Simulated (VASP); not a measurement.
BP, 2 atoms in the cell. It takes space group F-43m (No. 216, cubic). The conventional cell has a = 4.491 Å, b = 4.491 Å, c = 4.491 Å, α = 90.00°, β = 90.00°, γ = 90.00°. B (site symmetry -43m) has 4 P at 1.94 Å within 2.6 Å. Within 2.6 Å of P (site symmetry -43m) lie 4 B at 1.94 Å. 

| Quantity | Value |
| --- | --- |
| Program | VASP 6.6.1 |
| Task | single point |
| Functional | LDA |
| Potentials or basis | VASP PAW LDA potentials, release 64 (B, P) |
| Cutoff | 520 eV |
| k mesh | 8 × 8 × 8 |
| Occupations | gaussian, width 0.01 eV |
| Spin | no spin polarisation |
| Dipole correction | no |
| Further INCAR settings | ALGO = Normal; EDIFF = 1e-07; NBANDS = 11 |

Potentials or basis: VASP PAW LDA potentials, release 64 (B, P).

The run is started by

```bash
$ cat potpaw_LDA.64/B/POTCAR potpaw_LDA.64/P/POTCAR > POTCAR
$ mpirun -np 1 vasp_std > vasp.out
```

Hardware: 1 thread of Intel Xeon 6975P-C, with other jobs on the host.

Q: Estimate the wall time of this run.

A: Wall time 2.8 s on 1 thread of Intel Xeon 6975P-C, with other jobs on the host, peak memory 0.12 GiB. Counts: scf iterations 13, k points 29.
